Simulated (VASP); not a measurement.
# C (Fd-3m) in VASP: elastic constants with LDA

Aim: the elastic constants of C with LDA.

Everything below comes from runs of VASP 6.6.1. Logs are shortened: lines on timing, memory, paths and dates and some standing lists are left out, and cuts for length are marked.

## Step 1: The cell of the first run

Symmetry: Fd-3m, No. 227, cubic system. Conventional cell: a = 3.532 Å, b = 3.532 Å, c = 3.532 Å, α = 90.00°, β = 90.00°, γ = 90.00°. Within 2.0 Å of C (site symmetry -43m) lie 4 C at 1.53 Å.

## Step 2: Elastic constants, LDA

File INCAR:

```
PREC = Accurate ; ENCUT = 600
EDIFF = 1E-8 ; ISMEAR = 0
SIGMA = 0.01 ; LREAL = False
LASPH = True ; NELM = 80
ALGO = Normal ; ISIF = 3
LWAVE = False ; LCHARG = False
IBRION = 6 ; NFREE = 2
POTIM = 0.015 ; NSW = 1
```

File KPOINTS:

```
Automatic mesh
0
Gamma
  12 12 12
```

File POSCAR:

```
C
1.0
    1.7658738580      1.7658738580      0.0000000000
   -1.7658738580      1.7658738580      0.0000000000
    0.0000000000      1.7658738580      1.7658738580
C
2
Direct
    0.5000000000      0.5000000000      0.0000000000
    0.7500000000      0.2500000000      0.5000000000
```

Potentials or basis: VASP PAW LDA potentials, release 64 (C).

Run with:

```console
> cat potpaw_LDA.64/C/POTCAR > POTCAR
> mpirun -np 1 vasp_std > vasp.out
```

OUTCAR:

```text
PREC = Accurate
   ENCUT = 600
   EDIFF = 1E-8
   ISMEAR = 0
   LREAL = False
   LASPH = True
   NELM = 80
   ISIF = 3
   IBRION = 6
   NFREE = 2
   POTIM = 0.015
   NSW = 1

 ion  position               nearest neighbor table
   1  0.500  0.500  0.000-   2 1.53   2 1.53   2 1.53   2 1.53
   2  0.750  0.250  0.500-   1 1.53   1 1.53   1 1.53   1 1.53

  LATTYP: Found a face centered cubic cell.
 ALAT       =     3.5317477160

  Lattice vectors:

 A1 = (   0.0000000000,   1.7658738580,   1.7658738580)
 A2 = (   1.7658738580,   0.0000000000,   1.7658738580)
 A3 = (   1.7658738580,   1.7658738580,   0.0000000000)

Analysis of symmetry for initial positions (statically):
=====================================================================
 Subroutine PRICEL returns:
 Original cell was already a primitive cell.

 Routine SETGRP: Setting up the symmetry group for a
 face centered cubic supercell.

 Subroutine GETGRP returns: Found 48 space group operations
 (whereof 24 operations were pure point group operations)
 out of a pool of 48 trial point group operations.

The static configuration has the point symmetry T_d .
 The point group associated with its full space group is O_h .

Analysis of symmetry for dynamics (positions and initial velocities):
=====================================================================
 Subroutine PRICEL returns:
 Original cell was already a primitive cell.

 Routine SETGRP: Setting up the symmetry group for a
 face centered cubic supercell.

 Subroutine GETGRP returns: Found 48 space group operations
 (whereof 24 operations were pure point group operations)
 out of a pool of 48 trial point group operations.

The dynamic configuration has the point symmetry T_d .
 The point group associated with its full space group is O_h .

 Subroutine INISYM returns: Found 48 space group operations
 (whereof 24 operations are pure point group operations),
 and found     1 'primitive' translations

----------------------------------------------------------------------------------------

                                     Primitive cell

  volume of cell :      11.0131

  direct lattice vectors                    reciprocal lattice vectors
     1.765873858  1.765873858  0.000000000     0.283145932  0.283145932 -0.283145932
    -1.765873858  1.765873858  0.000000000    -0.283145932  0.283145932 -0.283145932
     0.000000000  1.765873858  1.765873858     0.000000000  0.000000000  0.566291865

  length of vectors
     2.497322759  2.497322759  2.497322759     0.490423141  0.490423141  0.566291865

  position of ions in fractional coordinates (direct lattice)
     0.500000000  0.500000000  0.000000000
     0.750000000  0.250000000  0.500000000

  ion indices of the primitive-cell ions
   primitive index   ion index
                 1           1
                 2           2

----------------------------------------------------------------------------------------

 KPOINTS: Automatic mesh

Automatic generation of k-mesh.
 Grid dimensions read from file:
 generate k-points for:   12   12   12

 Generating k-lattice:

  Cartesian coordinates                     Fractional coordinates (reciprocal lattice)
     0.023595494  0.023595494 -0.023595494     0.083333333  0.000000000  0.000000000
    -0.023595494  0.023595494 -0.023595494     0.000000000  0.083333333  0.000000000
[... 105 lines left out ...]
  free energy    TOTEN  =       -20.25207246 eV

  energy without entropy =      -20.25207246  energy(sigma->0) =      -20.25207246

------------------------ aborting loop because EDIFF is reached ----------------------------------------

  FORCE on cell =-STRESS in cart. coord.  units (eV):
  Direction    XX          YY          ZZ          XY          YZ          ZX
  --------------------------------------------------------------------------------------
  -------------------------------------------------------------------------------------
  Total        0.0570425      0.0570425      0.0570425      0.0000000      0.0000000      0.0000000
  in kB        8.2985112      8.2985112      8.2985112      0.0000000      0.0000000      0.0000000
  external PRESSURE =       8.2985112 kB  Pullay stress =       0.0000000 kB
[... 89 lines left out ...]
  FREE ENERGIE OF THE ION-ELECTRON SYSTEM (eV)
  ---------------------------------------------------
  free  energy   TOTEN  =       -20.2425633680 eV

  energy  without entropy=      -20.2425633680  energy(sigma->0) =      -20.24256337

[... ionic steps 4 to 12 ...]

--------------------------------------- Ionic step       13  -------------------------------------------

 number of electron       7.9999998 magnetization

------------------------ aborting loop because EDIFF is reached ----------------------------------------
[... 67 lines left out ...]
--------------------------------------- Ionic step       15  -------------------------------------------

 number of electron       7.9999999 magnetization

 Free energy of the ion-electron system (eV)
  ---------------------------------------------------
  ext. energy  EPLUGINS =         0.00000000
  ---------------------------------------------------
  free energy    TOTEN  =       -20.24770136 eV

  energy without entropy =      -20.24770136  energy(sigma->0) =      -20.24770136

 E-fermi :  10.4899     XC(G=0): -13.6432

 val. band max:       10.3948824742   @ k =   0.0000   0.0000   0.0000
 cond. band min:      14.3520369625   @ k =   0.0000   0.0000  -0.3333
 fundamental gap:      3.9571544883
 Fermi energy:        10.4898620481

 k-point     1 :       0.0000    0.0000    0.0000
  band No.  band energies     occupation
      1     -11.5569      2.00000
      2       9.9239      2.00000
      3      10.1627      2.00000
      4      10.3949      2.00000
      5      15.5793      0.00000
      6      15.7814      0.00000
      7      15.9947      0.00000
      8      24.3959      0.00000
[... 243 lines left out ...]
 k-point    24 :      -0.4167    0.1667    0.0000
  band No.  band energies     occupation
      1      -7.2910      2.00000
      2       0.2252      2.00000
      3       5.7764      2.00000
      4       6.0990      2.00000
      5      16.9869      0.00000
      6      21.1472      0.00000
      7      21.7058      0.00000
      8      22.9513      0.00000

 [... further k-points ...]
[... 5 lines left out ...]
  --------------------------------------------------------------------------------------
  -------------------------------------------------------------------------------------
  Total        0.0598227      0.0644269      0.0644269      0.0000000     -0.0650911     -0.0000000
  in kB        8.7029730      9.3727813      9.3727813      0.0000000     -9.4694176     -0.0000000
  external PRESSURE =       9.1495119 kB  Pullay stress =       0.0000000 kB
[... 17 lines left out ...]
  FREE ENERGIE OF THE ION-ELECTRON SYSTEM (eV)
  ---------------------------------------------------
  free  energy   TOTEN  =       -20.2477013647 eV

  energy  without entropy=      -20.2477013647  energy(sigma->0) =      -20.24770136

 INTERNAL STRAIN TENSORS FROM STRAINED CELLS
 ============================================

 INTERNAL STRAIN TENSOR FOR ION    1 for displacements in x,y,z  (eV/Angst):
          X           Y           Z          XY          YZ          ZX
  --------------------------------------------------------------------------------
  x    -0.00000     0.00000     0.00000     0.00000     4.34292     0.00000
  y    -0.00000    -0.00000     0.00000    -0.00000    -0.00000     4.34313
  z    -0.00000     0.00000     0.00000     4.34432     0.00000     0.00000

 INTERNAL STRAIN TENSORS FROM DISPLACED ATOMS
 ============================================

 INTERNAL STRAIN TENSOR FOR ION    1 for displacements in x,y,z  (eV/Angst):
          X           Y           Z          XY          YZ          ZX
  --------------------------------------------------------------------------------
  x    -0.00000    -0.00000    -0.00000     0.00000     4.34169    -0.00000
  y    -0.00000     0.00000    -0.00000    -0.00000     0.00000     4.34169
  z    -0.00000    -0.00000    -0.00000     4.34169    -0.00000    -0.00000

 INTERNAL STRAIN TENSOR FOR ION    2 for displacements in x,y,z  (eV/Angst):
          X           Y           Z          XY          YZ          ZX
  --------------------------------------------------------------------------------
  x     0.00000     0.00000     0.00000    -0.00000    -4.34169     0.00000
  y     0.00000    -0.00000     0.00000     0.00000    -0.00000    -4.34169
  z     0.00000     0.00000     0.00000    -4.34169     0.00000     0.00000

 Eigenvectors and eigenvalues of the dynamical matrix
 ----------------------------------------------------

   1 f  =   39.760784 THz   249.824376 2PiTHz 1326.277006 cm-1   164.437317 meV
             X         Y         Z           dx          dy          dz
      0.000000  1.765874  0.000000     0.000000   -0.707107    0.000000
      0.882937  2.648811  0.882937     0.000000    0.707107    0.000000
[... 21 lines left out ...]
   6 f  =    0.000000 THz     0.000000 2PiTHz    0.000000 cm-1     0.000000 meV
             X         Y         Z           dx          dy          dz
      0.000000  1.765874  0.000000     0.000000    0.000000    0.707107
      0.882937  2.648811  0.882937     0.000000    0.000000    0.707107

--------------------------------------------------------------------------------------------------------

 ELASTIC MODULI CONTR FROM IONIC RELAXATION (kBar)
 Direction    XX          YY          ZZ          XY          YZ          ZX
 --------------------------------------------------------------------------------
 XX          -0.0000     -0.0000     -0.0000      0.0000      0.0000      0.0000
 YY          -0.0000     -0.0000     -0.0000      0.0000      0.0000     -0.0000
 ZZ          -0.0000     -0.0000     -0.0000      0.0000      0.0000      0.0000
 XY           0.0000      0.0000      0.0000    -70.5931      0.0000      0.0000
 YZ           0.0000      0.0000      0.0000      0.0000    -70.5931     -0.0000
 ZX           0.0000     -0.0000      0.0000      0.0000     -0.0000    -70.5931
 --------------------------------------------------------------------------------

 TOTAL ELASTIC MODULI (kBar)
 Direction    XX          YY          ZZ          XY          YZ          ZX
 --------------------------------------------------------------------------------
 XX       11032.7309   1493.2440   1493.2440      0.0000     -0.0000      0.0000
 YY        1493.2440  11032.7309   1493.2440      0.0000      0.0000     -0.0000
 ZZ        1493.2440   1493.2440  11032.7309     -0.0000      0.0000     -0.0000
 XY           0.0000      0.0000     -0.0000   5943.5826      0.0000      0.0000
 YZ          -0.0000      0.0000      0.0000      0.0000   5943.5826     -0.0000
 ZX           0.0000     -0.0000     -0.0000      0.0000     -0.0000   5943.5826
 --------------------------------------------------------------------------------
```

Run time: 99 s. Hardware: 1 thread of Intel Xeon 6975P-C (Granite Rapids), shared host; peak memory 0.18 GiB.

Results:

```
Elastic constants C11, C12, C44 : 1103, 149, 594 GPa
Voigt bulk modulus              : 467 GPa
Highest phonon frequency at Γ   : 1326 cm⁻¹
```

Phonon frequencies in cm⁻¹ (negative: imaginary):
| q point | frequencies |
| --- | --- |
| (0.000, 0.000, 0.000) | 0 0 0 1326 1326 1326 |

Elastic tensor in Voigt notation (GPa, in the Cartesian axes of the cell as first typed):
```
1103  149  149    0    0    0
 149 1103  149    0    0    0
 149  149 1103    0    0    0
   0    0    0  594    0    0
   0    0    0    0  594    0
   0    0    0    0    0  594
```

Clamped-ion elastic tensor (GPa):
```
1103  149  149    0    0    0
 149 1103  149    0    0    0
 149  149 1103    0    0    0
   0    0    0  601    0    0
   0    0    0    0  601    0
   0    0    0    0    0  601
```
